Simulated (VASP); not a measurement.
Here is a VASP 6.6.1 calculation.

INCAR

```
SYSTEM = PbO
ALGO = Normal
EDIFF = 1E-6
ENCUT = 520
GGA = PE
GGA_COMPAT = .FALSE.
ISIF = 2
ISMEAR = -1
LASPH = .TRUE.
LCHARG = .TRUE.
LNONCOLLINEAR = .TRUE.
LORBIT = 11
LORBMOM = .TRUE.
LREAL = .FALSE.
LSORBIT = .TRUE.
LVHAR = .TRUE.
LWAVE = .FALSE.
MAGMOM = 0 0 0 0 0 0
NBANDS = 32
NELM = 150
PREC = Accurate
SIGMA = 0.02
```

Contents of KPOINTS:

```
k-points
0
G
  8 8 8
  0 0 0
```

The input POSCAR:

```
PbO
1.0
    0.0000000000      2.7987768028      2.7987768028
    2.7987768028      0.0000000000      2.7987768028
    2.7987768028      2.7987768028      0.0000000000
Pb O
1 1
Direct
    0.0000000000      0.0000000000      0.0000000000
    0.2500000000      0.2500000000      0.2500000000
```

Potentials or basis: VASP PAW PBE potentials, release 64 (Pb_d, O).

Command:

```bash
$ cat potpaw_PBE.64/Pb_d/POTCAR potpaw_PBE.64/O/POTCAR > POTCAR
$ mpirun -np 1 vasp_ncl > vasp.out
```

Q: What does it give for the pressure?

A: 2.3 GPa.

Q: What does it give for the net moment?

A: 0.00 μB per cell.

Moments on the atoms (μB; x, y, z):
```
Pb  0.00 0.00 0.00
O   0.00 0.00 0.00
```
